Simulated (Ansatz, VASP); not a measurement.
# BiBrO: VASP beside Ansatz

File INCAR:

```
ALGO = Normal
EDIFF = 1E-7
ENCUT = 520
GGA = CA
ISIF = 2
ISMEAR = 0
LASPH = True
LCHARG = True
LELF = True
LREAL = False
LVHAR = True
LWAVE = False
NBANDS = 37
NELM = 60
PREC = Accurate
SIGMA = 0.05
```

The input KPOINTS:

```
k-points
0
Gamma
  8 8 4
```

POSCAR

```
BiBrO
1.0
    3.9473000000      0.0000000000      0.0000000000
    0.0000000000      3.9473000000      0.0000000000
    0.0000000000      0.0000000000      7.7553000000
Bi Br O
2 2 2
Direct
    0.0000000000      0.5000000000      0.1575579020
    0.5000000000      0.0000000000      0.8424420980
    0.0000000000      0.5000000000      0.6517216503
    0.5000000000      0.0000000000      0.3482783497
    0.0000000000      0.0000000000      0.0000000000
    0.5000000000      0.5000000000      0.0000000000
```

Input for Ansatz:

```yaml
crystal:
  lattice:
    - [3.9473, 0.0, 0.0]
    - [0.0, 3.9473, 0.0]
    - [0.0, 0.0, 7.7553]
  atoms:
    - { symbol: Bi, position: [0.0, 0.5, 0.157557902] }
    - { symbol: Bi, position: [0.5, 0.0, 0.842442098] }
    - { symbol: Br, position: [0.0, 0.5, 0.6517216503] }
    - { symbol: Br, position: [0.5, 0.0, 0.3482783497] }
    - { symbol: O, position: [0.0, 0.0, 0.0] }
    - { symbol: O, position: [0.5, 0.5, 0.0] }
basis:
  ecutwfc: 520.0
kpoints:
  mp_grid: { grid: [8, 8, 4] }
hamiltonian:
  xc: lda
  pseudopotentials: { kind: paw }
scf:
  occupations: { method: gaussian, width: 0.05 }
output:
  forces: true
  stress: true
  eigenvalues: true
```

Alike in both runs: task single point; functional LDA; k mesh 8 × 8 × 4; occupations gaussian, width 0.05 eV; no spin polarisation.

```csv
,VASP,Ansatz
version,VASP 6.6.1,Ansatz 0.2.0
potentials or method,"VASP PAW LDA potentials, release 64 (Bi_d, Br, O), cutoff 520 eV","scalar-relativistic, plane waves, PAW"
valence electrons in the cell,56,56
```

```csv
,VASP,Ansatz,Ansatz less VASP
gap on the k mesh at the Fermi level (eV),1.93,1.95,+0.015
least direct gap on the mesh (eV),2.06,2.07,+0.007
pressure (GPa),-1.8,-2.0,-0.28
"traceless stress, the component that is largest in VASP (GPa)",1.38,1.43,+0.055
rms of the force components (eV/Å),0.016,0.012,-0.0038
```

LDA's correlation is that of Perdew and Zunger in VASP and of Perdew and Wang (1992) in Ansatz. Atom by atom the forces differ by 0.026 eV/Å (rms over components).

Spin-orbit coupling is off throughout.
